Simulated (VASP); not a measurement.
Sb: relaxation of cell and atoms with RPBE+D4

The system is Sb.

```
Sb
1.0
    -1.87134    1.87134    1.87134
     1.87134   -1.87134    1.87134
     1.87134    1.87134   -1.87134
Sb
1
Direct
  0.00000 0.00000 0.00000
```

```json
{
 "Program": "VASP 6.6.1",
 "Task": "relaxation of cell and atoms",
 "Functional": "RPBE",
 "Dispersion": "D4",
 "Potentials or basis": "VASP PAW PBE potentials, release 64 (Sb)",
 "Cutoff": "600 eV",
 "k mesh": "10 × 10 × 10",
 "Occupations": "fermi-dirac, width 0.05 eV",
 "Spin": "no spin polarisation",
 "Dipole correction": "no",
 "Further INCAR settings": "ALGO = Normal; EDIFF = 1e-07; IBRION = 2; EDIFFG = -0.01; NSW = 60; ISIF = 3"
}
```

The relaxed volume is 25.59 Å³/atom. The relaxed cell is a = 3.215 Å, b = 3.215 Å, c = 3.215 Å, α = 109.47°, β = 109.47°, γ = 109.47° and the space group after relaxing (to 0.05 Å) is Im-3m (No. 229). The energy gained by relaxing is 3.2 meV/atom, the ionic steps are 3 and the pressure after relaxing is 0.0 GPa. The dispersion energy per atom is -1.123 eV.

Step by step:
```
step  energy change (eV)  largest force (eV/Å)  pressure (GPa)  volume (Å³)
   1              0.0000                0.0000           -1.60        26.21
   2             -0.0021                0.0000            1.02        25.23
   3             -0.0032                0.0000            0.01        25.59
```

Final structure:
```cif
data_structure
_symmetry_space_group_name_H-M 'P 1'
_symmetry_Int_Tables_number 1
_cell_length_a 3.2153
_cell_length_b 3.2153
_cell_length_c 3.2153
_cell_angle_alpha 109.471
_cell_angle_beta 109.471
_cell_angle_gamma 109.471
_cell_volume 25.59
loop_
_atom_site_label
_atom_site_type_symbol
_atom_site_fract_x
_atom_site_fract_y
_atom_site_fract_z
_atom_site_occupancy
Sb1 Sb 0.00000 0.00000 0.00000 1
```

Levels at points of the mesh, in eV from the Fermi level:
```tsv
k point	band 1	band 2	band 3	band 4	band 5	band 6
(0.00, 0.00, 0.00)	-13.23	5.94	5.94	5.94	10.71	10.71
(0.50, 0.00, 0.00)	-8.87	-5.92	1.82	3.93	6.59	6.95
(0.50, 0.50, 0.50)	-5.28	-2.11	-2.11	-2.11	2.83	2.83
```

Wall time 33 s on 1 thread of Intel(R) Xeon(R) Platinum 8259CL CPU @ 2.50GHz (Skylake/Cascade Lake) (shared host), peak memory 0.16 GiB.

Caveat: the PAW data sets were made with another functional, which shifts forces and pressure a little; spin-orbit coupling is left out, which moves the levels of the heavy elements; pairwise dispersion overbinds metals, which lowers pressure and volume.
